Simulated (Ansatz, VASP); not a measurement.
**Two plane-wave programs on C**

```xyz
2
Lattice="-0.0853 1.7418 1.7418 1.7418 -0.0853 1.7418 1.7418 1.7418 -0.0853" Properties=species:S:1:pos:R:3 pbc="T T T"
C     1.6992    1.6992    1.6992
C     2.5488    2.5488    2.5488
```

Alike in both runs: task single point; functional LDA; k mesh 12 × 12 × 12; occupations gaussian, width 0.05 eV; no spin polarisation.

|  | VASP | Ansatz |
| --- | --- | --- |
| version | VASP 6.6.1 | Ansatz 0.2.0 |
| potentials or method | VASP PAW LDA potentials, release 64 (C), cutoff 520 eV | scalar-relativistic, plane waves, PAW |
| valence electrons in the cell | 8 | 8 |

```csv
,VASP,Ansatz,Ansatz less VASP
gap on the k mesh at the Fermi level (eV),3.73,3.74,+0.011
least direct gap on the mesh (eV),4.77,4.77,+0.001
pressure (GPa),-8.6,-10.0,-1.45
"traceless stress, the component that is largest in VASP (GPa)",28.47,28.32,-0.155
rms of the force components (eV/Å),0.326,0.311,-0.0142
```

LDA's correlation is that of Perdew and Zunger in VASP and of Perdew and Wang (1992) in Ansatz. Atom by atom the forces differ by 0.014 eV/Å (rms over components).
